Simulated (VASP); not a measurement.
Li (a cell with a defect), 17 atoms in the cell. The cell holds a defect, 17 atoms: a = 6.980 Å, b = 6.980 Å, c = 6.980 Å, α = 90.00°, β = 90.00°, γ = 90.00°. 

```yaml
Program: VASP 6.6.1
Task: single point
Functional: PBE
Potentials_or_basis: VASP PAW PBE potentials, release 64 (Li_sv)
Cutoff: 520 eV
k_mesh: 3 × 3 × 3
Occupations: gaussian, width 0.1 eV
Spin: no spin polarisation
Dipole_correction: no
Further_INCAR_settings: LREAL = Auto; ALGO = Normal; EDIFF = 1e-06; NBANDS = 40
```

Potentials or basis: VASP PAW PBE potentials, release 64 (Li_sv).

Command:

```sh
$ cat potpaw_PBE.64/Li_sv/POTCAR > POTCAR
$ mpirun -np 1 vasp_std > vasp.out
```

Hardware: 1 thread of Intel(R) Xeon(R) Platinum 8375C CPU @ 2.90GHz (Ice Lake), with other jobs on the host.

**Question.** Estimate the wall time of this run.

**Answer.** Run time: 3.5 min on 1 thread of Intel(R) Xeon(R) Platinum 8375C CPU @ 2.90GHz (Ice Lake), with other jobs on the host, peak memory 0.4 GiB. Counts: scf iterations 15, k points 14.
